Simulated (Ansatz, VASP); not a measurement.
**HfSi3O8: VASP beside Ansatz**

POSCAR

```
HfSi3O8
1.0
    5.3228272445      0.0000000000      0.0000000000
    0.0000000000      5.3228272445      0.0000000000
    0.0000000000      0.0000000000      7.9365090900
Hf Si O
1 3 8
Direct
    0.5000000000      0.5000000000      0.5000000000
    0.0000000000      0.0000000000      0.0000000000
    0.5000000000      0.0000000000      0.7781413922
    0.0000000000      0.5000000000      0.2218586078
    0.4226919822      0.7687585125      0.6554806510
    0.9303955131      0.2516207265      0.1090817262
    0.7483792735      0.9303955131      0.8909182738
    0.2312414875      0.4226919822      0.3445193490
    0.5773080178      0.2312414875      0.6554806510
    0.0696044869      0.7483792735      0.1090817262
    0.2516207265      0.0696044869      0.8909182738
    0.7687585125      0.5773080178      0.3445193490
```

File INCAR.step1:

```
SYSTEM = HfSi3O8
PREC     = Accurate       ! precision mode
ENCUT    = 520            ! plane-wave cutoff, eV
ISMEAR   = 0              ! smearing method
SIGMA    = 0.02           ! smearing width, eV
LREAL    = .FALSE.        ! projectors in reciprocal space
LASPH    = .TRUE.         ! aspherical terms in the spheres
NELM     = 60             ! most SCF steps
NBANDS   = 47             ! bands
GGA      = PE             ! functional
ALGO     = Normal         ! electronic algorithm
EDIFF    = 1E-4           ! SCF threshold, eV
LWAVE    = .TRUE.         ! write WAVECAR
LCHARG   = .FALSE.        ! write CHGCAR
```

The input INCAR.step2:

```
SYSTEM = HfSi3O8
PREC     = Accurate       ! precision mode
ENCUT    = 520            ! plane-wave cutoff, eV
EDIFF    = 1E-6           ! SCF threshold, eV
ISMEAR   = 0              ! smearing method
SIGMA    = 0.02           ! smearing width, eV
LREAL    = .FALSE.        ! projectors in reciprocal space
LASPH    = .TRUE.         ! aspherical terms in the spheres
NELM     = 60             ! most SCF steps
ALGO     = Normal         ! electronic algorithm
ISIF     = 2              ! what is computed and relaxed
LWAVE    = .FALSE.        ! write WAVECAR
LCHARG   = .FALSE.        ! write CHGCAR
METAGGA  = R2SCAN         ! meta-GGA
LMIXTAU  = .TRUE.       
NBANDS   = 47             ! bands
ISTART   = 1
```

The input KPOINTS:

```
Automatic mesh
0
G
  4 4 4
  0 0 0
```

Input for Ansatz:

```yaml
crystal:
  lattice:
    - [5.3228272445, 0.0, 0.0]
    - [0.0, 5.3228272445, 0.0]
    - [0.0, 0.0, 7.93650909]
  atoms:
    - { symbol: Hf, position: [0.5, 0.5, 0.5] }
    - { symbol: Si, position: [0.0, 0.0, 0.0] }
    - { symbol: Si, position: [0.5, 0.0, 0.7781413922] }
    - { symbol: Si, position: [0.0, 0.5, 0.2218586078] }
    - { symbol: O, position: [0.4226919822, 0.7687585125, 0.655480651] }
    - { symbol: O, position: [0.9303955131, 0.2516207265, 0.1090817262] }
    - { symbol: O, position: [0.7483792735, 0.9303955131, 0.8909182738] }
    - { symbol: O, position: [0.2312414875, 0.4226919822, 0.344519349] }
    - { symbol: O, position: [0.5773080178, 0.2312414875, 0.655480651] }
    - { symbol: O, position: [0.0696044869, 0.7483792735, 0.1090817262] }
    - { symbol: O, position: [0.2516207265, 0.0696044869, 0.8909182738] }
    - { symbol: O, position: [0.7687585125, 0.5773080178, 0.344519349] }
basis:
  ecutwfc: 500
kpoints:
  mp_grid: { grid: [4, 4, 4] }
  band_path:
    path:
      - [[0.0, 0.0, 0.0], [0.0, 0.5, 0.0], [0.5, 0.5, 0.0], [0.0, 0.0, 0.0], [0.0, 0.0, 0.5], [0.0, 0.5, 0.5], [0.5, 0.5, 0.5], [0.0, 0.0, 0.5]]
      - [[0.0, 0.5, 0.0], [0.0, 0.5, 0.5]]
      - [[0.5, 0.5, 0.0], [0.5, 0.5, 0.5]]
    npoints: 10
hamiltonian:
  xc: r2scan
scf:
  occupations: { method: gaussian, width: 0.02 }
  n_extra_bands: 30
output:
  forces: true
  stress: true
  eigenvalues: true
  populations: true
  dos: { projected: true, de: 0.02, nscf_kmesh: { grid: [6, 6, 6] } }
  bader: false
  write_density: true
  write_potential: true
  elf: true
  volumetric_format: npy
```

Alike in both runs: task single point; functional r2SCAN; k mesh 4 × 4 × 4; occupations gaussian, width 0.02 eV; no spin polarisation.

|  | VASP | Ansatz |
| --- | --- | --- |
| version | VASP 6.6.1 | Ansatz 0.2.0 |
| potentials or method | VASP PAW PBE potentials, release 64 (Hf_pv, Si, O), cutoff 520 eV | scalar-relativistic, plane waves, PAW |
| valence electrons in the cell | 70 | 86 |

VASP gave:

| Property | Result |
| --- | --- |
| gap on the k mesh at the Fermi level (eV) | 5.47 |
| least direct gap on the mesh (eV) | 5.47 |
| pressure (GPa) | -3.5 |
| rms of the force components (eV/Å) | 0.101 |

Task: What did Ansatz give for the same quantities?

Result: gap on the k mesh at the Fermi level (eV): 5.47; least direct gap on the mesh (eV): 5.47; pressure (GPa): -3.2; rms of the force components (eV/Å): 0.112.

VASP's potentials were made for PBE, not for r2SCAN. Atom by atom the forces differ by 0.077 eV/Å (rms over components). With one functional, cell and mesh, what is left measures potentials, basis and numerics. VASP's potentials hold 70 valence electrons a cell and Ansatz's 86, so a difference there can come from the potentials and not from the codes.

Spin-orbit coupling is off throughout.
